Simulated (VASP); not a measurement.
# Li (Im-3m) in VASP: notebook

Runs on Li. Level: PBEsol. Tasks: relaxation of cell and atoms.

Program: VASP 6.6.1. These are calculated values, not measurements. Logs are shortened: lines on timing, memory, paths and dates and some standing lists are left out, and cuts for length are marked.

**1. The cell of the first run**

The structure is cubic, space group Im-3m (No. 229). The conventional cell has a = 3.509 Å, b = 3.509 Å, c = 3.509 Å, α = 90.00°, β = 90.00°, γ = 90.00°. Li (site symmetry m-3m) has 14 Li at 3.04 to 3.51 Å within 4.0 Å.

**2. Relaxation of cell and atoms, PBEsol, target pressure 5 GPa, at which the enthalpy is minimised**

INCAR reads:

```
PREC = Accurate
ENCUT = 600
EDIFF = 1E-6
ISMEAR = 1
SIGMA = 0.1
LREAL = False
LASPH = True
NELM = 80
ALGO = Normal
ISIF = 3
LWAVE = False
LCHARG = False
GGA = PS
IBRION = 2
NSW = 80
EDIFFG = -0.01
PSTRESS = 50.0
```

KPOINTS reads:

```
Automatic mesh
0
Gamma
  11 11 11
```

POSCAR reads:

```
Li
1.0
   -1.7546500000      1.7546500000      1.7546500000
    1.7546500000     -1.7546500000      1.7546500000
    1.7546500000      1.7546500000     -1.7546500000
Li
1
Direct
    0.0000000000      0.0000000000      0.0000000000
```

Potentials or basis: VASP PAW PBE potentials, release 64 (Li_sv).

Started as:

```bash
$ cat potpaw_PBE.64/Li_sv/POTCAR > POTCAR
$ mpirun -np 1 vasp_std > vasp.out
```

OUTCAR:

```text
PREC = Accurate
   ENCUT = 600
   EDIFF = 1E-6
   ISMEAR = 1
   LREAL = False
   LASPH = True
   NELM = 80
   ISIF = 3
   GGA = PS
   IBRION = 2
   NSW = 80
   EDIFFG = -0.01
   PSTRESS = 50.0

 ion  position               nearest neighbor table
   1  0.000  0.000  0.000-

  LATTYP: Found a body centered cubic cell.
 ALAT       =     3.5093000000

  Lattice vectors:

 A1 = (  -1.7546500000,   1.7546500000,   1.7546500000)
 A2 = (   1.7546500000,  -1.7546500000,   1.7546500000)
 A3 = (   1.7546500000,   1.7546500000,  -1.7546500000)

Analysis of symmetry for initial positions (statically):
=====================================================================
 Subroutine PRICEL returns:
 Original cell was already a primitive cell.

 Routine SETGRP: Setting up the symmetry group for a
 body centered cubic supercell.

 Subroutine GETGRP returns: Found 48 space group operations
 (whereof 48 operations were pure point group operations)
 out of a pool of 48 trial point group operations.

The static configuration has the point symmetry O_h .

Analysis of symmetry for dynamics (positions and initial velocities):
=====================================================================
 Subroutine PRICEL returns:
 Original cell was already a primitive cell.

 Routine SETGRP: Setting up the symmetry group for a
 body centered cubic supercell.

 Subroutine GETGRP returns: Found 48 space group operations
 (whereof 48 operations were pure point group operations)
 out of a pool of 48 trial point group operations.

The dynamic configuration has the point symmetry O_h .

 Subroutine INISYM returns: Found 48 space group operations
 (whereof 48 operations are pure point group operations),
 and found     1 'primitive' translations

----------------------------------------------------------------------------------------

                                     Primitive cell

  volume of cell :      21.6088

  direct lattice vectors                    reciprocal lattice vectors
    -1.754650000  1.754650000  1.754650000     0.000000000  0.284957114  0.284957114
     1.754650000 -1.754650000  1.754650000     0.284957114  0.000000000  0.284957114
     1.754650000  1.754650000 -1.754650000     0.284957114  0.284957114  0.000000000

  length of vectors
     3.039142950  3.039142950  3.039142950     0.402990215  0.402990215  0.402990215

  position of ions in fractional coordinates (direct lattice)
     0.000000000  0.000000000  0.000000000

  ion indices of the primitive-cell ions
   primitive index   ion index
                 1           1

----------------------------------------------------------------------------------------

 KPOINTS: Automatic mesh

Automatic generation of k-mesh.
 Grid dimensions read from file:
 generate k-points for:   11   11   11

 Generating k-lattice:

  Cartesian coordinates                     Fractional coordinates (reciprocal lattice)
     0.000000000  0.025905192  0.025905192     0.090909091  0.000000000  0.000000000
     0.025905192  0.000000000  0.025905192     0.000000000  0.090909091  0.000000000
     0.025905192  0.025905192  0.000000000     0.000000000  0.000000000  0.090909091

  Length of vectors
     0.036635474  0.036635474  0.036635474

  Shift w.r.t. Gamma in fractional coordinates (k-lattice)
     0.000000000  0.000000000  0.000000000

 Subroutine IBZKPT returns following result:
 ===========================================

 Found     56 irreducible k-points:

 Following reciprocal coordinates:
            Coordinates               Weight
  0.000000  0.000000  0.000000      1.000000
  0.090909  0.000000  0.000000     12.000000
  0.181818  0.000000  0.000000     12.000000
  0.272727  0.000000  0.000000     12.000000
  0.363636  0.000000  0.000000     12.000000
  0.454545  0.000000  0.000000     12.000000
[... 16 lines left out ...]
  0.272727  0.181818  0.090909     48.000000
  0.363636  0.181818  0.090909     24.000000
 [... further k-points ...]
   k-points           NKPTS =     56   k-points in BZ     NKDIM =     56   number of bands    NBANDS=      5
   number of dos      NEDOS =    301   number of ions     NIONS =      1
   total plane-waves  NPLWV =  13824
   dimension x,y,z NGX =    24 NGY =   24 NGZ =   24
   dimension x,y,z NGXF=    48 NGYF=   48 NGZF=   48
   ions per type =               1
   NGX,Y,Z   is equivalent  to a cutoff of  13.13, 13.13, 13.13 a.u.
   NGXF,Y,Z  is equivalent  to a cutoff of  26.26, 26.26, 26.26 a.u.
 SYSTEM =  unknown system
   PREC   = accura    normal or accurate (medium, high low for compatibility)
   ISTART =      0    job   : 0-new  1-cont  2-samecut
   ICHARG =      2    charge: 1-file 2-atom 10-const
   ISPIN  =      1    spin polarized calculation?
   LNONCOLLINEAR =      F non collinear calculations
   LSORBIT =      F    spin-orbit coupling
   LASPH  =      T    aspherical Exc in radial PAW
   ENCUT  =  600.0 eV  44.10 Ry    6.64 a.u.   6.07  6.07  6.07*2*pi/ulx,y,z
   NELM   =     80;   NELMIN=  2; NELMDL= -5     # of ELM steps
   EDIFF  = 0.1E-05   stopping-criterion for ELM
   LREAL  =      F    real-space projection
   EDIFFG = -.1E-01   stopping-criterion for IOM
   NSW    =     80    number of steps for IOM
   IBRION =      2    ionic relax: 0-MD 1-quasi-New 2-CG
   NFREE  =      1    steps in history (QN), initial steepest desc. (CG)
   ISIF   =      3    stress and relaxation
   ISYM   =      2    0-nonsym 1-usesym 2-fastsym
   POTIM  = 0.5000    time-step for ionic-motion
   TEBEG  =    0.0;   TEEND  =   0.0 temperature during run
   PSTRESS=   50.0 pullay stress
   NELECT =       3.0000    total number of electrons
   NUPDOWN=      -1.0000    fix difference up-down
   EMIN   =  10.00;   EMAX   =-10.00  energy-range for DOS
   EFERMI =   0.00;   METHOD = LEGACY
   ISMEAR =     1;   SIGMA  =   0.10  broadening in eV -4-tet -1-fermi 0-gaus
   EFERMI_NEDOS =   21; number of points for ismear=-14 and -15
   IALGO  =     38    algorithm
   IMIX   =      4    mixing-type and parameters
     AMIX     =   0.40;   BMIX     =  1.00
     AMIX_MAG =   1.60;   BMIX_MAG =  1.00
  volume/ion in A,a.u.               =      21.61       145.82
  Fermi-wavevector in a.u.,A,eV,Ry     =   0.847692  1.601906  9.776898  0.718582
  Thomas-Fermi vector in A             =   1.963238
   LORBIT       =      0    0 simple, 1 ext, 2 COOP (PROOUT), +10 PAW based schemes
   GGA     = PS    functional components
   LHFCALC =     F    Hartree Fock is set to
   AEXX    =    0.0000 exact exchange contribution
   IVDW    =     0    specifies the selected vdW correction
   LEPSILON=     F    determine dielectric tensor
   LRPA    =     F    only Hartree local field effects (RPA)
 conjugate gradient relaxation of ions
 non-spin polarized calculation
 Methfessel and Paxton  Order N= 1 SIGMA  =   0.10
  energy-cutoff  :      600.00
  volume of cell :       21.61
 maximum number of plane-waves:       730
   NGX = 13   NGY = 13   NGZ = 13

--------------------------------------- Ionic step        1  -------------------------------------------

 number of electron       2.9999991 magnetization

 Free energy of the ion-electron system (eV)
  ---------------------------------------------------
  ext. energy  EPLUGINS =         0.00000000
  ---------------------------------------------------
  free energy    TOTEN  =        -1.96602897 eV

  energy without entropy =       -1.96527413  energy(sigma->0) =       -1.96577736

------------------------ aborting loop because EDIFF is reached ----------------------------------------

  FORCE on cell =-STRESS in cart. coord.  units (eV):
  Direction    XX          YY          ZZ          XY          YZ          ZX
  --------------------------------------------------------------------------------------
  -------------------------------------------------------------------------------------
  Total       -0.1237975     -0.1237975     -0.1237975     -0.0000000      0.0000000     -0.0000000
  in kB       -9.1789085     -9.1789085     -9.1789085     -0.0000000      0.0000000     -0.0000000
  external PRESSURE =     -59.1789085 kB  Pullay stress =      50.0000000 kB
[... 96 lines left out ...]
  enthalpy is  TOTEN    =        -1.4188862888 eV   P V=        0.5233082921

--------------------------------------- Ionic step        4  -------------------------------------------

 number of electron       3.0000002 magnetization

 E-fermi :   2.2796     XC(G=0):  -8.3064

 val. band max:        2.2679847704   @ k =  -0.3636   0.4545   0.0909
 cond. band min:       2.4061595089   @ k =  -0.4545   0.4545   0.0909
 fundamental gap:      0.1381747385
 Fermi energy:         2.2795802468

 k-point     1 :       0.0000    0.0000    0.0000
  band No.  band energies     occupation
      1     -42.9606      2.00000
      2      -1.7873      2.00000
      3      22.6596      0.00000
      4      22.6596      0.00000
      5      22.6596      0.00000

 k-point     2 :       0.0909    0.0000    0.0000
  band No.  band energies     occupation
      1     -42.9511      2.00000
      2      -1.6145      2.00000
      3      21.1221      0.00000
      4      21.5970      0.00000
      5      22.2348      0.00000
[... 169 lines left out ...]
 k-point    24 :       0.3636    0.1818    0.0909
  band No.  band energies     occupation
      1     -42.8337      2.00000
      2       3.7192     -0.00000
      3       6.9096      0.00000
      4      11.5827      0.00000
      5      16.2891      0.00000

 [... further k-points ...]
[... 5 lines left out ...]
  --------------------------------------------------------------------------------------
  -------------------------------------------------------------------------------------
  Total        1.1444107      1.1444107      1.1444107     -0.0000000     -0.0000000      0.0000000
  in kB      146.3560338    146.3560338    146.3560338     -0.0000000     -0.0000000      0.0000000
  external PRESSURE =      96.3560338 kB  Pullay stress =      50.0000000 kB
[... 59 lines left out ...]
  enthalpy is  TOTEN    =        -1.4244463231 eV   P V=        0.4959210844

--------------------------------------- Ionic step        6  -------------------------------------------

 number of electron       3.0000006 magnetization

 Free energy of the ion-electron system (eV)
  ---------------------------------------------------
  ext. energy  EPLUGINS =         0.00000000
  ---------------------------------------------------
  free energy    TOTEN  =        -1.91598771 eV

  energy without entropy =       -1.91514790  energy(sigma->0) =       -1.91570777

 E-fermi :   1.4024     XC(G=0):  -7.6651

 val. band max:        1.3920784178   @ k =  -0.3636   0.4545   0.0909
 cond. band min:       1.5809795409   @ k =  -0.4545   0.4545   0.0909
 fundamental gap:      0.1889011230
 Fermi energy:         1.4023533054

 k-point     1 :       0.0000    0.0000    0.0000
  band No.  band energies     occupation
      1     -44.0987      2.00000
      2      -2.4581      2.00000
      3      18.8547      0.00000
      4      18.8547      0.00000
      5      18.8547      0.00000

 k-point     2 :       0.0909    0.0000    0.0000
  band No.  band energies     occupation
      1     -44.0945      2.00000
      2      -2.2909      2.00000
      3      17.5475      0.00000
      4      17.9627      0.00000
      5      18.5067      0.00000
[... 169 lines left out ...]
 k-point    24 :       0.3636    0.1818    0.0909
  band No.  band energies     occupation
      1     -44.0422      2.00000
      2       2.7488     -0.00000
      3       5.3485      0.00000
      4       9.4122      0.00000
      5      12.9657      0.00000

 [... further k-points ...]
[... 5 lines left out ...]
  --------------------------------------------------------------------------------------
  -------------------------------------------------------------------------------------
  Total        0.4923535      0.4923535      0.4923535      0.0000000      0.0000000     -0.0000000
  in kB       50.0943497     50.0943497     50.0943497      0.0000000      0.0000000     -0.0000000
  external PRESSURE =       0.0943497 kB  Pullay stress =      50.0000000 kB
[... 16 lines left out ...]
  FREE ENERGIE OF THE ION-ELECTRON SYSTEM (eV)
  ---------------------------------------------------
  free  energy   TOTEN  =        -1.9159877059 eV

  energy  without entropy=       -1.9151478988  energy(sigma->0) =       -1.91570777

  enthalpy is  TOTEN    =        -1.4245615036 eV   P V=        0.4914262023

 reached required accuracy - stopping structural energy minimisation
```

It took 13 s on 1 thread of Intel Xeon Platinum 8259CL at 2.50GHz (Skylake/Cascade Lake), shared host; peak memory 0.13 GiB.

Results:

```yaml
Free_energy: -1.9160 eV
Relaxed_volume: 15.75 Å³/atom
Relaxed_cell: a = 2.735 Å, b = 2.735 Å, c = 2.735 Å, α = 109.47°, β = 109.47°, γ = 109.47°
Space_group_after_relaxing_to_0.1_Å: Im-3m (No. 229)
Energy_change_on_relaxing_the_run_minimises_the_enthalpy: +50.0 meV/atom
Ionic_steps: 6
Pressure_after_relaxing: 5.0 GPa
Band_gap_on_the_k_mesh: zero (an odd number of electrons rules out a gap without spin polarisation)
```

The path:
```tsv
step	energy change (eV)	largest force (eV/Å)	pressure (GPa)	volume (Å³)
1	0.0000	0.0000	-0.92	21.61
2	-0.0036	0.0000	0.59	19.21
3	0.0238	0.0000	3.29	16.77
4	0.2336	0.0000	14.64	12.53
5	0.0457	0.0000	4.73	15.89
6	0.0500	0.0000	5.01	15.75
```

Final structure:
```
Li
1.0
    -1.57899    1.57899    1.57899
     1.57899   -1.57899    1.57899
     1.57899    1.57899   -1.57899
Li
1
Direct
  0.00000 0.00000 0.00000
```

Caveat: the cutoff is under 1.25 times the usual one of these potentials, so pressure, stress and relaxed cells hold a basis-set (Pulay) error; the cell is relaxed towards a set pressure, so the run minimises the enthalpy, not the energy; the volume moved by over 15 % at a fixed basis, so the end points are rough; the PAW data sets were made with another functional, which shifts forces and pressure a little.

[end of part 1 of 2]
